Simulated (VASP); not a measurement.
A run of VASP 6.6.1 is set up as follows.

File INCAR:

```
SYSTEM = ZrB
PREC = Accurate
ENCUT = 520
EDIFF = 1E-6
ISMEAR = 0
SIGMA = 0.15
LREAL = .False.
LASPH = .True.
NELM = 80
ALGO = Normal
ISIF = 2
LWAVE = .False.
LCHARG = .False.
GGA = PS
NBANDS = 14
```

File KPOINTS:

```
regular mesh
0
Gamma
  20 20 20
  0 0 0
```

Contents of POSCAR:

```
ZrB
1.0
    0.0000000000      2.3250000000      2.3250000000
    2.3250000000      0.0000000000      2.3250000000
    2.3250000000      2.3250000000      0.0000000000
Zr B
1 1
Direct
    0.0000000000      0.0000000000      0.0000000000
    0.5000000000      0.5000000000      0.5000000000
```

Potentials or basis: VASP PAW PBE potentials, release 64 (Zr_sv, B).

Run with:

```console
$ cat potpaw_PBE.64/Zr_sv/POTCAR potpaw_PBE.64/B/POTCAR > POTCAR
$ mpirun -np 1 vasp_std > vasp.out
```

Estimate the pressure.

29.7 GPa.

Caveat: the PAW data sets were made with another functional, which shifts forces and pressure a little.
